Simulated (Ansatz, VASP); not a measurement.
**One calculation of NaH, two programs**

```xyz
2
Lattice="0.0000 2.5969 2.5969 2.5969 0.0000 2.5969 2.5969 2.5969 0.0000" Properties=species:S:1:pos:R:3 pbc="T T T"
Na    0.0000    0.0000    0.0000
H     1.2985    1.2985    1.2985
```

Alike in both runs: task single point; functional HSE06; k mesh 6 × 6 × 6; no spin polarisation.

|  | VASP | Ansatz |
| --- | --- | --- |
| version | VASP 6.6.1 | Ansatz 0.2.0 |
| potentials or method | VASP PAW PBE potentials, release 64 (Na_pv, H) | plane waves, PAW |
| plane-wave cutoff (eV) | 520 | 420 |
| occupations | gaussian, width 0.01 eV | fixed |
| valence electrons in the cell | 8 | 10 |

VASP gave:

* gap on the k mesh at the Fermi level (eV): 4.63
* pressure (GPa): 0.1

Task: Estimate Ansatz's values.

Result: gap on the k mesh at the Fermi level (eV): 4.64; pressure (GPa): 0.0.

VASP's potentials hold 8 valence electrons a cell and Ansatz's 10, so a difference there can come from the potentials and not from the codes. Ansatz's warnings: stress exchange threshold loose, stress scf threshold loose.
